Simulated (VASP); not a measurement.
# PbS (P4/nmm) in VASP: single point with PBE+D3(BJ)

Aim: the single point of PbS with PBE+D3(BJ).

Program: VASP 6.6.1. These are calculated values, not measurements. Logs are shortened: lines on timing, memory, paths and dates and some standing lists are left out, and cuts for length are marked.

**1. The cell of the first run**

It takes space group P4/nmm (No. 129, tetragonal). The conventional cell has a = 4.196 Å, b = 4.196 Å, c = 12.119 Å, α = 90.00°, β = 90.00°, γ = 90.00°. Pb (site symmetry 4mm) has 6 S at 2.97 to 3.22 Å within 3.9 Å. Pb (site symmetry 4mm) has 6 S at 2.97 Å within 3.9 Å. S (site symmetry 4mm) has 6 Pb at 2.97 to 3.22 Å within 3.9 Å. S (site symmetry 4mm) has 6 Pb at 2.97 Å within 3.9 Å.

**2. Single point, PBE+D3(BJ) (the distance across one plane changed)**

The input, INCAR:

```
PREC     = Accurate       # precision mode
ENCUT    = 520            # plane-wave cutoff, eV
EDIFF    = 1E-6           # SCF threshold, eV
ISMEAR   = 0              # smearing method
SIGMA    = 0.03           # smearing width, eV
LREAL    = False          # projectors in reciprocal space
LASPH    = True           # aspherical terms in the spheres
NELM     = 60             # most SCF steps
ALGO     = Normal         # electronic algorithm
ISIF     = 2              # what is computed and relaxed
LWAVE    = False          # write WAVECAR
LCHARG   = True           # write CHGCAR
GGA      = PE             # functional
IVDW     = 12             # dispersion correction
LELF     = True           # ELF
LVHAR    = True         
NBANDS   = 50             # bands
```

The input, KPOINTS:

```
Automatic mesh
0
Gamma
  8 8 3
```

The input, POSCAR:

```
PbS
1.0
   -2.9671314639     -2.9671314639      0.0000000000
    2.9671314639     -2.9671314639      0.0000000000
    0.0000000000      0.0000000000     12.1185258554
Pb S
4 4
Direct
    0.5000000000      0.5000000000      0.1224213035
    0.0000000000      0.0000000000      0.3672639106
    0.5000000000      0.5000000000      0.6121065176
    0.0000000000      0.0000000000      0.8569491246
    0.0000000000      0.0000000000      0.1224213035
    0.5000000000      0.5000000000      0.3672639106
    0.0000000000      0.0000000000      0.6121065176
    0.5000000000      0.5000000000      0.8569491246
```

Potentials or basis: VASP PAW PBE potentials, release 64 (Pb_d, S).

Started as:

```console
> cat potpaw_PBE.64/Pb_d/POTCAR potpaw_PBE.64/S/POTCAR > POTCAR
> mpirun -np 1 vasp_std > vasp.out
```

OUTCAR:

```text
PREC = Accurate
   ENCUT = 520
   EDIFF = 1E-6
   ISMEAR = 0
   LREAL = False
   LASPH = True
   NELM = 60
   ISIF = 2
   GGA = PE
   IVDW = 12
 IVDW          = 12

 ion  position               nearest neighbor table
   1  0.500  0.500  0.122-   5 2.97   5 2.97   5 2.97   5 2.97   6 2.97   8 3.22
   2  0.000  0.000  0.367-   7 2.97   6 2.97   6 2.97   6 2.97   6 2.97   5 2.97
   3  0.500  0.500  0.612-   6 2.97   8 2.97   7 2.97   7 2.97   7 2.97   7 2.97
   4  0.000  0.000  0.857-   7 2.97   8 2.97   8 2.97   8 2.97   8 2.97   5 3.22
   5  0.000  0.000  0.122-   1 2.97   1 2.97   1 2.97   1 2.97   2 2.97   4 3.22
   6  0.500  0.500  0.367-   3 2.97   2 2.97   2 2.97   2 2.97   2 2.97   1 2.97
   7  0.000  0.000  0.612-   2 2.97   4 2.97   3 2.97   3 2.97   3 2.97   3 2.97
   8  0.500  0.500  0.857-   3 2.97   4 2.97   4 2.97   4 2.97   4 2.97   1 3.22

  LATTYP: Found a simple tetragonal cell.
 ALAT       =     4.1961575576
 C/A-ratio  =     2.8880054405

  Lattice vectors:

 A1 = (  -2.9671314639,  -2.9671314639,   0.0000000000)
 A2 = (   2.9671314639,  -2.9671314639,   0.0000000000)
 A3 = (   0.0000000000,   0.0000000000,  12.1185258554)

Analysis of symmetry for initial positions (statically):
=====================================================================
 Subroutine PRICEL returns:
 Original cell was already a primitive cell.

 Routine SETGRP: Setting up the symmetry group for a
 simple tetragonal supercell.

 Subroutine GETGRP returns: Found 16 space group operations
 (whereof  8 operations were pure point group operations)
 out of a pool of 16 trial point group operations.

The static configuration has the point symmetry C_4v.
 The point group associated with its full space group is D_4h.

Analysis of symmetry for dynamics (positions and initial velocities):
=====================================================================
 Subroutine PRICEL returns:
 Original cell was already a primitive cell.

 Routine SETGRP: Setting up the symmetry group for a
 simple tetragonal supercell.

 Subroutine GETGRP returns: Found 16 space group operations
 (whereof  8 operations were pure point group operations)
 out of a pool of 16 trial point group operations.

The dynamic configuration has the point symmetry C_4v.
 The point group associated with its full space group is D_4h.

 Subroutine INISYM returns: Found 16 space group operations
 (whereof  8 operations are pure point group operations),
 and found     1 'primitive' translations

----------------------------------------------------------------------------------------

                                     Primitive cell

  volume of cell :     213.3798

  direct lattice vectors                    reciprocal lattice vectors
    -2.967131464 -2.967131464  0.000000000    -0.168512924 -0.168512924  0.000000000
     2.967131464 -2.967131464  0.000000000     0.168512924 -0.168512924  0.000000000
     0.000000000  0.000000000 12.118525855     0.000000000  0.000000000  0.082518287

  length of vectors
     4.196157558  4.196157558 12.118525855     0.238313263  0.238313263  0.082518287

  position of ions in fractional coordinates (direct lattice)
     0.500000000  0.500000000  0.122421303
     0.000000000  0.000000000  0.367263911
     0.500000000  0.500000000  0.612106518
     0.000000000  0.000000000  0.856949125
     0.000000000  0.000000000  0.122421303
     0.500000000  0.500000000  0.367263911
     0.000000000  0.000000000  0.612106518
     0.500000000  0.500000000  0.856949125

  ion indices of the primitive-cell ions
   primitive index   ion index
                 1           1
                 2           2
                 3           3
                 4           4
                 5           5
                 6           6
                 7           7
                 8           8

----------------------------------------------------------------------------------------

 KPOINTS: Automatic mesh

Automatic generation of k-mesh.
 Grid dimensions read from file:
 generate k-points for:    8    8    3

 Generating k-lattice:

  Cartesian coordinates                     Fractional coordinates (reciprocal lattice)
    -0.021064116 -0.021064116  0.000000000     0.125000000  0.000000000  0.000000000
     0.021064116 -0.021064116  0.000000000     0.000000000  0.125000000  0.000000000
     0.000000000  0.000000000  0.027506096     0.000000000  0.000000000  0.333333333

  Length of vectors
     0.029789158  0.029789158  0.027506096

  Shift w.r.t. Gamma in fractional coordinates (k-lattice)
     0.000000000  0.000000000  0.000000000

 Subroutine IBZKPT returns following result:
 ===========================================

 Found     30 irreducible k-points:

 Following reciprocal coordinates:
            Coordinates               Weight
  0.000000  0.000000  0.000000      1.000000
  0.125000  0.000000  0.000000      4.000000
  0.250000  0.000000  0.000000      4.000000
  0.375000  0.000000  0.000000      4.000000
  0.500000  0.000000  0.000000      2.000000
  0.125000  0.125000  0.000000      4.000000
[... 16 lines left out ...]
  0.375000  0.125000  0.333333     16.000000
  0.500000  0.125000  0.333333      8.000000
 [... further k-points ...]
   k-points           NKPTS =     30   k-points in BZ     NKDIM =     30   number of bands    NBANDS=     50
   number of dos      NEDOS =    301   number of ions     NIONS =      8
   total plane-waves  NPLWV =  92160
   dimension x,y,z NGX =    32 NGY =   32 NGZ =   90
   dimension x,y,z NGXF=    64 NGYF=   64 NGZF=  180
   ions per type =               4   4
   NGX,Y,Z   is equivalent  to a cutoff of  12.68, 12.68, 12.35 a.u.
   NGXF,Y,Z  is equivalent  to a cutoff of  25.36, 25.36, 24.69 a.u.
 SYSTEM =  unknown system
   PREC   = accura    normal or accurate (medium, high low for compatibility)
   ISTART =      0    job   : 0-new  1-cont  2-samecut
   ICHARG =      2    charge: 1-file 2-atom 10-const
   ISPIN  =      1    spin polarized calculation?
   LNONCOLLINEAR =      F non collinear calculations
   LSORBIT =      F    spin-orbit coupling
   LASPH  =      T    aspherical Exc in radial PAW
   ENCUT  =  520.0 eV  38.22 Ry    6.18 a.u.   7.80  7.80 22.53*2*pi/ulx,y,z
   NELM   =     60;   NELMIN=  2; NELMDL= -5     # of ELM steps
   EDIFF  = 0.1E-05   stopping-criterion for ELM
   LREAL  =      F    real-space projection
   EDIFFG = 0.1E-04   stopping-criterion for IOM
   NSW    =      0    number of steps for IOM
   IBRION =     -1    ionic relax: 0-MD 1-quasi-New 2-CG
   NFREE  =      0    steps in history (QN), initial steepest desc. (CG)
   ISIF   =      2    stress and relaxation
   ISYM   =      2    0-nonsym 1-usesym 2-fastsym
   POTIM  = 0.5000    time-step for ionic-motion
   TEBEG  =    0.0;   TEEND  =   0.0 temperature during run
   PSTRESS=    0.0 pullay stress
   NELECT =      80.0000    total number of electrons
   NUPDOWN=      -1.0000    fix difference up-down
   EMIN   =  10.00;   EMAX   =-10.00  energy-range for DOS
   EFERMI =   0.00;   METHOD = LEGACY
   ISMEAR =     0;   SIGMA  =   0.03  broadening in eV -4-tet -1-fermi 0-gaus
   EFERMI_NEDOS =   21; number of points for ismear=-14 and -15
   IALGO  =     38    algorithm
   IMIX   =      4    mixing-type and parameters
     AMIX     =   0.40;   BMIX     =  1.00
     AMIX_MAG =   1.60;   BMIX_MAG =  1.00
  volume/ion in A,a.u.               =      26.67       179.99
  Fermi-wavevector in a.u.,A,eV,Ry     =   1.180467  2.230758 18.959738  1.393501
  Thomas-Fermi vector in A             =   2.316758
   LORBIT       =      0    0 simple, 1 ext, 2 COOP (PROOUT), +10 PAW based schemes
   GGA     = PE    functional components
   LHFCALC =     F    Hartree Fock is set to
   AEXX    =    0.0000 exact exchange contribution
   IVDW    =    12    specifies the selected vdW correction
   LEPSILON=     F    determine dielectric tensor
   LRPA    =     F    only Hartree local field effects (RPA)
 non-spin polarized calculation
 Gauss-broadening in eV      SIGMA  =   0.03
  energy-cutoff  :      520.00
  volume of cell :      213.38
 maximum number of plane-waves:      5778
 NGX is ok and might be reduce to    32
   NGX = 15   NGY = 15   NGZ = 45

 number of electron      79.9999999 magnetization

 Free energy of the ion-electron system (eV)
  ---------------------------------------------------
  ext. energy  EPLUGINS =         0.00000000
  ---------------------------------------------------
  free energy    TOTEN  =       -35.00736805 eV

  energy without entropy =      -35.00736805  energy(sigma->0) =      -35.00736805

 E-fermi :   5.6890     XC(G=0):  -9.5727

 val. band max:        5.5036581165   @ k =   0.5000   0.0000   0.0000
 cond. band min:       5.9786001612   @ k =   0.5000   0.0000   0.0000
 fundamental gap:      0.4749420447
 Fermi energy:         5.6890134164

 k-point     1 :       0.0000    0.0000    0.0000
  band No.  band energies     occupation
      1     -11.3820      2.00000
      2     -11.3109      2.00000
      3     -11.2901      2.00000
      4     -11.2780      2.00000
      5     -11.2660      2.00000
      6     -11.2566      2.00000
[... 42 lines left out ...]
     49      10.5690      0.00000
     50      10.5720      0.00000

 k-point     2 :       0.1250    0.0000    0.0000
  band No.  band energies     occupation
      1     -11.3714      2.00000
      2     -11.3048      2.00000
      3     -11.2857      2.00000
      4     -11.2722      2.00000
      5     -11.2618      2.00000
      6     -11.2569      2.00000
[... 42 lines left out ...]
     49      10.1690      0.00000
     50      10.2021      0.00000

 k-point     3 :       0.2500    0.0000    0.0000
  band No.  band energies     occupation
      1     -11.3446      2.00000
      2     -11.2920      2.00000
      3     -11.2781      2.00000
      4     -11.2583      2.00000
      5     -11.2568      2.00000
      6     -11.2562      2.00000
[... 1102 lines left out ...]
     49       9.2043      0.00000
     50       9.2589      0.00000

 k-point    24 :       0.5000    0.1250    0.3333
  band No.  band energies     occupation
      1     -11.2986      2.00000
      2     -11.2986      2.00000
      3     -11.2807      2.00000
      4     -11.2807      2.00000
      5     -11.2625      2.00000
      6     -11.2625      2.00000
[... 42 lines left out ...]
     49       8.7490      0.00000
     50       8.7490      0.00000

 [... further k-points ...]

------------------------ aborting loop because EDIFF is reached ----------------------------------------

 Edisp (eV)   -2.71668

 E8    (eV) :    -1.2240

  FORCE on cell =-STRESS in cart. coord.  units (eV):
  Direction    XX          YY          ZZ          XY          YZ          ZX
  --------------------------------------------------------------------------------------
  -------------------------------------------------------------------------------------
  Total      -0.44547    -0.44547    -2.87727     0.00000     0.00000    -0.00000
  in kB      -3.34484    -3.34484   -21.60421     0.00000     0.00000    -0.00000
  external pressure =       -9.43 kB  Pullay stress =        0.00 kB

 VOLUME and BASIS-vectors are now :
 -----------------------------------------------------------------------------
  energy-cutoff  :      520.00
  volume of cell :      213.38
      direct lattice vectors                 reciprocal lattice vectors
    -2.967131464 -2.967131464  0.000000000    -0.168512924 -0.168512924  0.000000000
     2.967131464 -2.967131464  0.000000000     0.168512924 -0.168512924  0.000000000
     0.000000000  0.000000000 12.118525855     0.000000000  0.000000000  0.082518287

 POSITION                                       TOTAL-FORCE (eV/Angst)
 -----------------------------------------------------------------------------------
      0.00000     -2.96713      1.48357        -0.000000      0.000000     -0.162163
      0.00000      0.00000      4.45070         0.000000      0.000000     -0.137322
      0.00000     -2.96713      7.41783        -0.000000     -0.000000      0.137322
      0.00000      0.00000     10.38496         0.000000     -0.000000      0.162163
      0.00000      0.00000      1.48357        -0.000000      0.000000     -0.114293
      0.00000     -2.96713      4.45070         0.000000      0.000000     -0.153566
      0.00000      0.00000      7.41783        -0.000000     -0.000000      0.153566
      0.00000     -2.96713     10.38496         0.000000     -0.000000      0.114293
 -----------------------------------------------------------------------------------
    total drift:                               -0.000000      0.000000      0.000012

  FREE ENERGIE OF THE ION-ELECTRON SYSTEM (eV)
  ---------------------------------------------------
  free  energy   TOTEN  =       -37.7240507332 eV

  energy  without entropy=      -37.7240507332  energy(sigma->0) =      -37.72405073
```

Wall time 2 min (1 thread of Intel Xeon 6975P-C (Granite Rapids), shared host); peak memory 0.43 GiB.

Results:

- Free energy: -37.7241 eV
- Pressure: -0.9 GPa
- Largest force: 0.162 eV/Å
- Band gap on the k mesh: 0.47 eV
- Dispersion energy per atom: -0.340 eV

Forces in eV/Å, atoms in the order of the input:
```
Pb   0.000  0.000 -0.162
Pb   0.000  0.000 -0.137
Pb   0.000  0.000  0.137
Pb   0.000  0.000  0.162
S    0.000  0.000 -0.114
S    0.000  0.000 -0.154
S    0.000  0.000  0.154
S    0.000  0.000  0.114
```

Stress tensor (GPa, compression positive):
```
-0.33  0.00  0.00
 0.00 -0.33  0.00
 0.00  0.00 -2.16
```

Caveat: the cell differs from its parent crystal (the distance across one plane changed); spin-orbit coupling is left out, which moves the levels of the heavy elements; an odd mesh through Γ misses points on the zone boundary, where band edges can lie.
